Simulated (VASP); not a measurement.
Here is a VASP 6.6.1 calculation.

INCAR

```
PREC = Accurate ; ENCUT = 520
EDIFF = 1E-7 ; ISMEAR = -1
SIGMA = 0.03 ; LREAL = F
LASPH = T ; NELM = 60
ALGO = Normal ; ISIF = 2
LWAVE = F ; LCHARG = F
GGA = PE ; NBANDS = 13
```

File KPOINTS:

```
regular mesh
0
Gamma
  12 12 12
```

The input POSCAR:

```
Mo
1.0
    2.6048782309      0.0000000000      0.0000000000
    0.0000000000      2.6048782309      0.0000000000
    0.0000000000      0.0000000000      2.6048782309
Mo
1
Direct
    0.0000000000      0.0000000000      0.0000000000
```

Potentials or basis: VASP PAW PBE potentials, release 64 (Mo_sv).

Command:

```sh
$ cat potpaw_PBE.64/Mo_sv/POTCAR > POTCAR
$ mpirun -np 1 vasp_std > vasp.out
```

**Question.** What does it give for the band gap on the k mesh?

**Answer.** Zero (band 7 reaches 11.95 eV, above the bottom of band 8 at 9.81 eV).

**Question.** Estimate the pressure.

**Answer.** 0.4 GPa.
